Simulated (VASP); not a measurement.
## Pb: electric field gradients with PBE

Crystal: Pb.

```
Pb
1.0
     0.00000    3.46178    3.46178
     3.46178    0.00000    3.46178
     3.46178    3.46178    0.00000
Pb
2
Direct
  0.00000 0.00000 0.00000
  0.25000 0.25000 0.25000
```

This cell differs from its parent crystal: volume scaled by 1.02.

* Program: VASP 6.6.1
* Task: electric field gradients
* Functional: PBE
* Potentials or basis: VASP PAW PBE potentials, release 64 (Pb_d)
* Cutoff: 520 eV
* k mesh: 8 × 8 × 8
* Occupations: fermi-dirac, width 0.05 eV
* Spin: no spin polarisation
* Dipole correction: no
* Further INCAR settings: ALGO = Normal; EDIFF = 1e-08; NBANDS = 21

| Property | Result |
| --- | --- |
| Pressure | 1.6 GPa |
| Band gap on the k mesh | zero (band 14 reaches 4.56 eV, above the bottom of band 15 at 3.44 eV) |

Levels at points of the mesh, in eV from the Fermi level:
```
           k point  band 11  band 12  band 13  band 14  band 15  band 16  band 17  band 18
(0.00, 0.00, 0.00)   -11.08    -4.08     0.34     0.34     0.34     2.34     2.34     2.34
(0.50, 0.00, 0.00)    -9.77    -7.13    -1.02    -0.78    -0.78     3.45     3.45     5.41
(0.50, 0.50, 0.00)    -8.49    -8.49    -1.97    -1.97     0.82     0.82     7.00     7.00
```

It took 17 s on 1 thread of Intel(R) Xeon(R) 6975P-C (Granite Rapids), on a shared host, peak memory 0.21 GiB.

Caveat: without QUAD_EFG the Cq values of the log hold for a quadrupole moment of 1 mb, not for the nuclei; spin-orbit coupling is left out, which moves the levels of the heavy elements.
